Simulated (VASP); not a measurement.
Set up this calculation in VASP 6.6.1, as the native input.

| Item | Value |
| --- | --- |
| Task | single point |
| Functional | r2SCAN |
| Potentials or basis | VASP PAW PBE potentials, release 64 (Ga_d) |
| Cutoff | 520 eV |
| k mesh | 10 × 10 × 8 |
| Occupations | fermi-dirac, width 0.05 eV |
| Spin | no spin polarisation |
| Dipole correction | no |
| Further INCAR settings | ALGO = Normal; EDIFF = 1e-06; NBANDS = 20 |

The system is Ga.

```
Ga
1.0
     1.47844   -4.14473    0.00000
     1.47844    4.14473    0.00000
     0.00000    0.00000    3.23217
Ga
2
Cartesian
  1.4784 3.0422 2.4241
  1.4784 -3.0422 0.8080
```

The input as run:

POSCAR

```
Ga
1.0
    1.4784385925     -4.1447261231      0.0000000000
    1.4784385925      4.1447261231      0.0000000000
    0.0000000000      0.0000000000      3.2321726471
Ga
2
Direct
    0.1330000000      0.8670000000      0.7500000000
    0.8670000000      0.1330000000      0.2500000000
```

INCAR.step1

```
PREC = Accurate ; ENCUT = 520
ISMEAR = -1 ; SIGMA = 0.05
LREAL = F ; LASPH = T
NELM = 80 ; NBANDS = 20
GGA = PE ; ALGO = Normal
EDIFF = 1E-4 ; LWAVE = T
LCHARG = F
```

INCAR.step2

```
PREC = Accurate ; ENCUT = 520
EDIFF = 1E-6 ; ISMEAR = -1
SIGMA = 0.05 ; LREAL = F
LASPH = T ; NELM = 80
ALGO = Normal ; ISIF = 2
LWAVE = F ; LCHARG = T
METAGGA = R2SCAN ; LMIXTAU = T
LELF = T ; LVHAR = T
NBANDS = 20 ; ISTART = 1
```

KPOINTS

```
Automatic mesh
0
Gamma
  10 10 8
```

Potentials or basis: VASP PAW PBE potentials, release 64 (Ga_d).

Launch:

```console
$ cat potpaw_PBE.64/Ga_d/POTCAR > POTCAR
$ cp INCAR.step1 INCAR
$ mpirun -np 1 vasp_std > vasp.out
$ cp INCAR.step2 INCAR
$ mpirun -np 1 vasp_std > vasp.out
```

It gave:

The pressure is -4.3 GPa and the largest force is 0.218 eV/Å. The band gap on the k mesh is zero (band 13 reaches 10.18 eV, above the bottom of band 14 at 0.84 eV).

Caveat: the PAW data sets were made with another functional, which shifts forces and pressure a little.

Wall time 2.5 min on 1 thread of Intel(R) Xeon(R) 6975P-C (Granite Rapids), with other jobs on the host, peak memory 0.24 GiB.
